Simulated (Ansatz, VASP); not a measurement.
**One calculation of SrCl2, two programs**

POSCAR

```
SrCl2
1.0
    0.0000000000      3.4977180853      3.4977180853
    3.4977180853      0.0000000000      3.4977180853
    3.4977180853      3.4977180853      0.0000000000
Sr Cl
1 2
Direct
    0.0000000000      0.0000000000      0.0000000000
    0.2500000000      0.2500000000      0.2500000000
    0.7500000000      0.7500000000      0.7500000000
```

File INCAR.step1:

```
SYSTEM = SrCl2
ALGO = Normal
EDIFF = 1E-4
ENCUT = 520
GGA = PE
ISMEAR = 0
LASPH = .TRUE.
LCHARG = .FALSE.
LREAL = .FALSE.
LWAVE = .TRUE.
NBANDS = 19
NELM = 100
PREC = Accurate
SIGMA = 0.01
```

The input INCAR.step2:

```
SYSTEM = SrCl2
ALGO = Normal
EDIFF = 1E-6
ENCUT = 520
ISIF = 2
ISMEAR = 0
ISTART = 1
LASPH = .TRUE.
LCHARG = .TRUE.
LELF = .TRUE.
LMIXTAU = .TRUE.
LREAL = .FALSE.
LVHAR = .TRUE.
LWAVE = .FALSE.
METAGGA = R2SCAN
NBANDS = 19
NELM = 100
PREC = Accurate
SIGMA = 0.01
```

Contents of KPOINTS:

```
k-points
0
G
  6 6 6
  0 0 0
```

Input for Ansatz:

```yaml
crystal:
  lattice:
    - [0.0, 3.4977180853, 3.4977180853]
    - [3.4977180853, 0.0, 3.4977180853]
    - [3.4977180853, 3.4977180853, 0.0]
  atoms:
    - { symbol: Sr, position: [0.0, 0.0, 0.0] }
    - { symbol: Cl, position: [0.25, 0.25, 0.25] }
    - { symbol: Cl, position: [0.75, 0.75, 0.75] }
kpoints:
  mp_grid: { grid: [6, 6, 6] }
hamiltonian:
  xc: r2scan
scf:
  occupations: { method: fixed }
output:
  optics: { e_range: [0, 21], de: 0.05, sigma: 0.1, bands: auto }
```

Alike in both runs: task single point; functional r2SCAN; k mesh 6 × 6 × 6; no spin polarisation.

```csv
,VASP,Ansatz
version,VASP 6.6.1,Ansatz 0.2.0
potentials or method,"VASP PAW PBE potentials, release 64 (Sr_sv, Cl)","plane waves, PAW"
plane-wave cutoff (eV),520,500
occupations,"gaussian, width 0.01 eV",fixed
valence electrons in the cell,24,24
```

|  | VASP | Ansatz | Ansatz less VASP |
| --- | --- | --- | --- |
| gap on the k mesh at the Fermi level (eV) | 5.94 | 5.94 | +0.001 |

VASP's potentials were made for PBE, not for r2SCAN.
